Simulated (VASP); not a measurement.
# Ti (Fm-3m) in VASP: further runs

Runs on Ti. Level: r2SCAN. Tasks: single point.

Everything below comes from runs of VASP 6.6.1. Logs are shortened: lines on timing, memory, paths and dates and some standing lists are left out, and cuts for length are marked.

## (1) The cell of the first run

Symmetry: Fm-3m, No. 225, cubic system. Conventional cell: a = 4.086 Å, b = 4.086 Å, c = 4.086 Å, α = 90.00°, β = 90.00°, γ = 90.00°. Ti (site symmetry m-3m) has 12 Ti at 2.89 Å within 3.8 Å.

## (2) Single point, r2SCAN

POSCAR reads:

```
Ti
1.0
    0.0000000000      2.0427626874      2.0427626874
    2.0427626874      0.0000000000      2.0427626874
    2.0427626874      2.0427626874      0.0000000000
Ti
1
Direct
    0.0000000000      0.0000000000      0.0000000000
```

INCAR.step1 reads:

```
PREC = Accurate
ENCUT = 520
ISMEAR = -1
SIGMA = 0.1
LREAL = False
LASPH = True
NELM = 100
NBANDS = 12
GGA = PE
ALGO = Normal
EDIFF = 1E-4
LWAVE = True
LCHARG = False
```

INCAR.step2 reads:

```
PREC = Accurate
ENCUT = 520
EDIFF = 1E-6
ISMEAR = -1
SIGMA = 0.1
LREAL = False
LASPH = True
NELM = 100
ALGO = Normal
ISIF = 2
LWAVE = False
LCHARG = False
METAGGA = R2SCAN
LMIXTAU = True
NBANDS = 12
ISTART = 1
```

KPOINTS reads:

```
Automatic mesh
0
Gamma
  14 14 14
```

Potentials or basis: VASP PAW PBE potentials, release 64 (Ti_sv).

Run with:

```bash
cat potpaw_PBE.64/Ti_sv/POTCAR > POTCAR
cp INCAR.step1 INCAR
mpirun -np 1 vasp_std > vasp.out
cp INCAR.step2 INCAR
mpirun -np 1 vasp_std > vasp.out
```

OUTCAR:

```text
PREC = Accurate
   ENCUT = 520
   EDIFF = 1E-6
   ISMEAR = -1
   LREAL = False
   LASPH = True
   NELM = 100
   ISIF = 2
   METAGGA = R2SCAN
   ISTART = 1

 ion  position               nearest neighbor table
   1  0.000  0.000  0.000-

  LATTYP: Found a face centered cubic cell.
 ALAT       =     4.0855253748

  Lattice vectors:

 A1 = (   0.0000000000,   2.0427626874,   2.0427626874)
 A2 = (   2.0427626874,   0.0000000000,   2.0427626874)
 A3 = (   2.0427626874,   2.0427626874,   0.0000000000)

Analysis of symmetry for initial positions (statically):
=====================================================================
 Subroutine PRICEL returns:
 Original cell was already a primitive cell.

 Routine SETGRP: Setting up the symmetry group for a
 face centered cubic supercell.

 Subroutine GETGRP returns: Found 48 space group operations
 (whereof 48 operations were pure point group operations)
 out of a pool of 48 trial point group operations.

The static configuration has the point symmetry O_h .

Analysis of symmetry for dynamics (positions and initial velocities):
=====================================================================
 Subroutine PRICEL returns:
 Original cell was already a primitive cell.

 Routine SETGRP: Setting up the symmetry group for a
 face centered cubic supercell.

 Subroutine GETGRP returns: Found 48 space group operations
 (whereof 48 operations were pure point group operations)
 out of a pool of 48 trial point group operations.

The dynamic configuration has the point symmetry O_h .

 Subroutine INISYM returns: Found 48 space group operations
 (whereof 48 operations are pure point group operations),
 and found     1 'primitive' translations

----------------------------------------------------------------------------------------

                                     Primitive cell

  volume of cell :      17.0484

  direct lattice vectors                    reciprocal lattice vectors
     0.000000000  2.042762687  2.042762687    -0.244766562  0.244766562  0.244766562
     2.042762687  0.000000000  2.042762687     0.244766562 -0.244766562  0.244766562
     2.042762687  2.042762687  0.000000000     0.244766562  0.244766562 -0.244766562

  length of vectors
     2.888902697  2.888902697  2.888902697     0.423948121  0.423948121  0.423948121

  position of ions in fractional coordinates (direct lattice)
     0.000000000  0.000000000  0.000000000

  ion indices of the primitive-cell ions
   primitive index   ion index
                 1           1

----------------------------------------------------------------------------------------

 KPOINTS: Automatic mesh

Automatic generation of k-mesh.
 Grid dimensions read from file:
 generate k-points for:   14   14   14

 Generating k-lattice:

  Cartesian coordinates                     Fractional coordinates (reciprocal lattice)
    -0.017483326  0.017483326  0.017483326     0.071428571  0.000000000  0.000000000
     0.017483326 -0.017483326  0.017483326     0.000000000  0.071428571  0.000000000
     0.017483326  0.017483326 -0.017483326     0.000000000  0.000000000  0.071428571

  Length of vectors
     0.030282009  0.030282009  0.030282009

  Shift w.r.t. Gamma in fractional coordinates (k-lattice)
     0.000000000  0.000000000  0.000000000

 Subroutine IBZKPT returns following result:
 ===========================================

 Found    104 irreducible k-points:

 Following reciprocal coordinates:
            Coordinates               Weight
  0.000000  0.000000  0.000000      1.000000
  0.071429  0.000000  0.000000      8.000000
  0.142857  0.000000  0.000000      8.000000
  0.214286  0.000000  0.000000      8.000000
  0.285714  0.000000  0.000000      8.000000
  0.357143  0.000000  0.000000      8.000000
[... 16 lines left out ...]
  0.214286  0.142857  0.000000     24.000000
  0.285714  0.142857  0.000000     24.000000
 [... further k-points ...]
   k-points           NKPTS =    104   k-points in BZ     NKDIM =    104   number of bands    NBANDS=     12
   number of dos      NEDOS =    301   number of ions     NIONS =      1
   total plane-waves  NPLWV =  13824
   dimension x,y,z NGX =    24 NGY =   24 NGZ =   24
   dimension x,y,z NGXF=    48 NGYF=   48 NGZF=   48
   ions per type =               1
   NGX,Y,Z   is equivalent  to a cutoff of  13.81, 13.81, 13.81 a.u.
   NGXF,Y,Z  is equivalent  to a cutoff of  27.62, 27.62, 27.62 a.u.
 SYSTEM =  unknown system
   PREC   = accura    normal or accurate (medium, high low for compatibility)
   ISTART =      1    job   : 0-new  1-cont  2-samecut
   ICHARG =      0    charge: 1-file 2-atom 10-const
   ISPIN  =      1    spin polarized calculation?
   LNONCOLLINEAR =      F non collinear calculations
   LSORBIT =      F    spin-orbit coupling
   LASPH  =      T    aspherical Exc in radial PAW
   ENCUT  =  520.0 eV  38.22 Ry    6.18 a.u.   5.37  5.37  5.37*2*pi/ulx,y,z
   NELM   =    100;   NELMIN=  2; NELMDL=  0     # of ELM steps
   EDIFF  = 0.1E-05   stopping-criterion for ELM
   LREAL  =      F    real-space projection
   EDIFFG = 0.1E-04   stopping-criterion for IOM
   NSW    =      0    number of steps for IOM
   IBRION =     -1    ionic relax: 0-MD 1-quasi-New 2-CG
   NFREE  =      0    steps in history (QN), initial steepest desc. (CG)
   ISIF   =      2    stress and relaxation
   ISYM   =      2    0-nonsym 1-usesym 2-fastsym
   POTIM  = 0.5000    time-step for ionic-motion
   TEBEG  =    0.0;   TEEND  =   0.0 temperature during run
   PSTRESS=    0.0 pullay stress
   NELECT =      12.0000    total number of electrons
   NUPDOWN=      -1.0000    fix difference up-down
   EMIN   =  10.00;   EMAX   =-10.00  energy-range for DOS
   EFERMI =   0.00;   METHOD = LEGACY
   ISMEAR =    -1;   SIGMA  =   0.10  broadening in eV -4-tet -1-fermi 0-gaus
   EFERMI_NEDOS =   21; number of points for ismear=-14 and -15
   IALGO  =     38    algorithm
   IMIX   =      4    mixing-type and parameters
     AMIX     =   0.40;   BMIX     =  1.00
     AMIX_MAG =   1.60;   BMIX_MAG =  1.00
  volume/ion in A,a.u.               =      17.05       115.05
  Fermi-wavevector in a.u.,A,eV,Ry     =   1.456266  2.751943 28.854014  2.120710
  Thomas-Fermi vector in A             =   2.573204
   LORBIT       =      0    0 simple, 1 ext, 2 COOP (PROOUT), +10 PAW based schemes
   METAGGA = R2SCAN    functional components
   LHFCALC =     F    Hartree Fock is set to
   AEXX    =    0.0000 exact exchange contribution
   IVDW    =     0    specifies the selected vdW correction
   LEPSILON=     F    determine dielectric tensor
   LRPA    =     F    only Hartree local field effects (RPA)
 non-spin polarized calculation
  energy-cutoff  :      520.00
  volume of cell :       17.05
 maximum number of plane-waves:       471
 NGX is ok and might be reduce to    24
   NGX = 11   NGY = 11   NGZ = 11

 number of electron      12.0000003 magnetization

 Free energy of the ion-electron system (eV)
  ---------------------------------------------------
  ext. energy  EPLUGINS =         0.00000000
  ---------------------------------------------------
  free energy    TOTEN  =       -12.90188907 eV

  energy without entropy =      -12.85136723  energy(sigma->0) =      -12.87662815

 E-fermi :   8.4373     XC(G=0): -12.5072

 val. band max:        8.4292505321   @ k =   0.2857   0.1429   0.0714
 cond. band min:       8.4636331370   @ k =  -0.2143   0.2857   0.0714
 fundamental gap:      0.0343826049
 Fermi energy:         8.4373005813

 k-point     1 :       0.0000    0.0000    0.0000
  band No.  band energies     occupation
      1     -50.5715      2.00000
      2     -25.3532      2.00000
      3     -25.3532      2.00000
      4     -25.3532      2.00000
      5       1.9207      2.00000
      6       9.4510      0.00008
      7       9.4510      0.00008
      8       9.4510      0.00008
      9      11.2984      0.00000
     10      11.2984      0.00000
     11      24.3160      0.00000
     12      29.3016      0.00000

 k-point     2 :       0.0714    0.0000    0.0000
  band No.  band energies     occupation
      1     -50.5647      2.00000
      2     -25.3913      2.00000
      3     -25.3579      2.00000
      4     -25.3578      2.00000
      5       2.0950      2.00000
      6       9.3364      0.00025
      7       9.5137      0.00004
      8       9.5137      0.00004
      9      11.2564      0.00000
     10      11.2564      0.00000
     11      24.4588      0.00000
     12      27.9705      0.00000

 k-point     3 :       0.1429    0.0000    0.0000
  band No.  band energies     occupation
      1     -50.5457      2.00000
      2     -25.4972      2.00000
      3     -25.3710      2.00000
      4     -25.3709      2.00000
      5       2.5980      2.00000
      6       9.0413      0.00475
      7       9.6603      0.00001
      8       9.6603      0.00001
      9      11.1816      0.00000
     10      11.1816      0.00000
     11      24.5294      0.00000
     12      26.0288      0.00000
[... 286 lines left out ...]
 k-point    23 :       0.2143    0.1429    0.0000
  band No.  band energies     occupation
      1     -50.5165      2.00000
      2     -25.5911      2.00000
      3     -25.4262      2.00000
      4     -25.4205      2.00000
      5       3.3797      2.00000
      6       8.4792      0.79370
      7       9.9402      0.00000
      8      10.0537      0.00000
      9      10.5463      0.00000
     10      11.5969      0.00000
     11      24.7263      0.00000
     12      25.5725      0.00000

 k-point    24 :       0.2857    0.1429    0.0000
  band No.  band energies     occupation
      1     -50.4896      2.00000
      2     -25.7251      2.00000
      3     -25.4499      2.00000
      4     -25.4429      2.00000
      5       4.1621      2.00000
      6       8.1831      1.85409
      7       9.6391      0.00001
      8      10.1425      0.00000
      9      10.9558      0.00000
     10      11.7938      0.00000
     11      22.7534      0.00000
     12      25.2394      0.00000

 [... further k-points ...]
[... 5 lines left out ...]
  --------------------------------------------------------------------------------------
  -------------------------------------------------------------------------------------
  Total        0.2883018      0.2883018      0.2883018     -0.0000000     -0.0000000     -0.0000000
  in kB       27.0940620     27.0940620     27.0940620     -0.0000000     -0.0000000     -0.0000000
  external PRESSURE =      27.0940620 kB  Pullay stress =       0.0000000 kB

 VOLUME and BASIS-vectors are now :
 -----------------------------------------------------------------------------
  energy-cutoff  :      520.00
  volume of cell :       17.05
      direct lattice vectors                 reciprocal lattice vectors
     0.000000000  2.042762687  2.042762687    -0.244766562  0.244766562  0.244766562
     2.042762687  0.000000000  2.042762687     0.244766562 -0.244766562  0.244766562
     2.042762687  2.042762687  0.000000000     0.244766562  0.244766562 -0.244766562

 POSITION                                       TOTAL-FORCE (eV/Angst)
 -----------------------------------------------------------------------------------
      0.00000      0.00000      0.00000        -0.000000     -0.000000      0.000000
 -----------------------------------------------------------------------------------
    total drift:                                0.000000      0.000000     -0.000000

  FREE ENERGIE OF THE ION-ELECTRON SYSTEM (eV)
  ---------------------------------------------------
  free  energy   TOTEN  =       -12.9018890663 eV

  energy  without entropy=      -12.8513672299  energy(sigma->0) =      -12.87662815
```

Run time: 93 s. Hardware: 1 thread of Intel Xeon Platinum 8259CL at 2.50GHz (Skylake/Cascade Lake), shared host; peak memory 0.15 GiB.

Results:

```yaml
Free_energy: -12.9019 eV
Pressure: 2.7 GPa
Band_gap_on_the_k_mesh: zero (band 6 reaches 9.45 eV, above the bottom of band 7 at 8.06 eV)
```

Levels at points of the mesh, in eV from the Fermi level:
```tsv
k point	band 3	band 4	band 5	band 6	band 7	band 8	band 9	band 10
(0.00, 0.00, 0.00)	-33.79	-33.79	-6.52	1.01	1.01	1.01	2.86	2.86
(0.50, 0.00, 0.00)	-33.88	-33.88	-2.75	0.49	0.94	0.94	3.92	3.92
(0.50, 0.50, 0.00)	-34.05	-34.05	-2.72	-1.83	2.89	3.98	4.16	4.16
```

Caveat: the PAW data sets were made with another functional, which shifts forces and pressure a little.

## (3) Single point, r2SCAN

This run uses another cell than the first one, of 17.57 Å³/atom, 1.031 times its volume.

POSCAR reads:

```
Ti
1.0
    0.0000000000      2.0633980506      2.0633980506
    2.0633980506      0.0000000000      2.0633980506
    2.0633980506      2.0633980506      0.0000000000
Ti
1
Direct
    0.0000000000      0.0000000000      0.0000000000
```

INCAR.step1 reads:

```
ALGO = Normal
EDIFF = 1E-4
ENCUT = 520
GGA = PE
ISMEAR = -1
LASPH = T
LCHARG = F
LREAL = F
LWAVE = T
NBANDS = 12
NELM = 80
PREC = Accurate
SIGMA = 0.1
```

INCAR.step2 reads:

```
ALGO = Normal
EDIFF = 1E-6
ENCUT = 520
ISIF = 2
ISMEAR = -1
ISTART = 1
LASPH = T
LCHARG = F
LMIXTAU = T
LREAL = F
LWAVE = F
METAGGA = R2SCAN
NBANDS = 12
NELM = 80
PREC = Accurate
SIGMA = 0.1
```

KPOINTS reads:

```
k-points
0
Gamma
  14 14 14
```

Potentials or basis: VASP PAW PBE potentials, release 64 (Ti_sv).

Run with:

```bash
cat potpaw_PBE.64/Ti_sv/POTCAR > POTCAR
cp INCAR.step1 INCAR
mpirun -np 1 vasp_std > vasp.out
cp INCAR.step2 INCAR
mpirun -np 1 vasp_std > vasp.out
```

It took 1.8 min on 1 thread of Intel Xeon Platinum 8259CL at 2.50GHz (Skylake/Cascade Lake), shared host; peak memory 0.15 GiB.

The run converged. Its results:

* Free energy: -12.9053 eV
* Pressure: -0.7 GPa
* Band gap on the k mesh: zero (band 6 reaches 9.10 eV, above the bottom of band 7 at 7.76 eV)

Levels at points of the mesh, in eV from the Fermi level:
```
           k point  band 2  band 3  band 4  band 5  band 6  band 7  band 8  band 9  band 10  band 11
(0.00, 0.00, 0.00)  -33.88  -33.88  -33.88   -6.45    0.99    0.99    0.99    2.77     2.77    15.72
(0.50, 0.00, 0.00)  -34.56  -33.97  -33.97   -2.68    0.42    0.92    0.92    3.78     3.78     8.46
(0.50, 0.50, 0.00)  -34.51  -34.12  -34.12   -2.61   -1.74    2.75    3.84    4.01     4.01    10.88
```

Caveat: the PAW data sets were made with another functional, which shifts forces and pressure a little.

(Part 1 of 2 ends here.)
